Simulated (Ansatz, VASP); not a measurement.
**ScAl3, level by level in two programs**

```
Sc Al
1.0
     4.08781    0.00000    0.00000
     0.00000    4.08781    0.00000
     0.00000    0.00000    4.08781
Sc Al
1 3
Direct
  0.00000 0.00000 0.00000
  0.50000 0.50000 0.00000
  0.00000 0.50000 0.50000
  0.50000 0.00000 0.50000
```

Single points on this cell with VASP 6.6.1 and Ansatz 0.2.0. Each row is one pair of runs. Alike in all rows: spin: off; k mesh: 7 × 7 × 7; VASP's potentials, cutoff: VASP PAW PBE potentials, release 64 (Sc_sv, Al), 520 eV; Ansatz's potentials, cutoff: Ansatz PAW, 420 eV.

| level | smearing | gap on the k mesh at the Fermi level (eV), VASP | gap on the k mesh at the Fermi level (eV), Ansatz | pressure (GPa), VASP | pressure (GPa), Ansatz |
| --- | --- | --- | --- | --- | --- |
| PBE | gaussian, width 0.014 eV | none | none | 1.1 | 1.1 |
| PBE | gaussian, width 0.02 eV | none | none | 1.1 | 1.1 |
| PBE | gaussian, width 0.021 eV | none | none | 1.1 | 1.1 |
| PBE | gaussian, width 0.022 eV | none | none | 1.1 | 1.1 |
| PBE | gaussian, width 0.027 eV | none | none | 1.1 | 1.1 |
| PBE | gaussian, width 0.028 eV | none | none | 1.1 | 1.1 |
| PBE | gaussian, width 0.011 eV | none | none | 1.1 | 1.1 |

Pressure (GPa): the two programs differ by at most 0.03.

A gap of «none» marks a metal or a gap that the smearing closes.
